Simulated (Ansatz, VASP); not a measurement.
Two plane-wave programs on HfO2

```xyz
3
Lattice="0.0000 2.5221 2.5221 2.5221 0.0000 2.5221 2.5221 2.5221 0.0000" Properties=species:S:1:pos:R:3 pbc="T T T"
Hf    0.0167    0.0000    0.0000
O     1.1680    1.2610    1.2610
O     3.6901    3.7831    3.7831
```

Change from the starting cell: mode 4 frozen in at -0.093 Å and mode 5 at +0.000 Å (largest displacements).

Alike in both runs: task single point; functional PBEsol; k mesh 8 × 8 × 8; occupations gaussian, width 0.05 eV; no spin polarisation.

|  | VASP | Ansatz |
| --- | --- | --- |
| version | VASP 6.6.1 | Ansatz 0.2.0 |
| potentials or method | VASP PAW PBE potentials, release 64 (Hf_pv, O), cutoff 520 eV | scalar-relativistic, plane waves, PAW |
| valence electrons in the cell | 22 | 38 |

|  | VASP | Ansatz | Ansatz less VASP |
| --- | --- | --- | --- |
| gap on the k mesh at the Fermi level (eV) | 3.71 | 3.70 | -0.012 |
| least direct gap on the mesh (eV) | 3.71 | 3.70 | -0.012 |
| pressure (GPa) | -2.4 | 1.4 | +3.74 |
| traceless stress, the component that is largest in VASP (GPa) | -0.03 | -0.06 | -0.026 |
| rms of the force components (eV/Å) | 0.267 | 0.277 | +0.0098 |

VASP's potentials were made for PBE, not for PBEsol, and Ansatz warns of the same on its side. Atom by atom the forces differ by 0.010 eV/Å (rms over components). With one functional, cell and mesh, what is left measures potentials, basis and numerics. VASP's potentials hold 22 valence electrons a cell and Ansatz's 38, so a difference there can come from the potentials and not from the codes.

Spin-orbit coupling is off throughout.
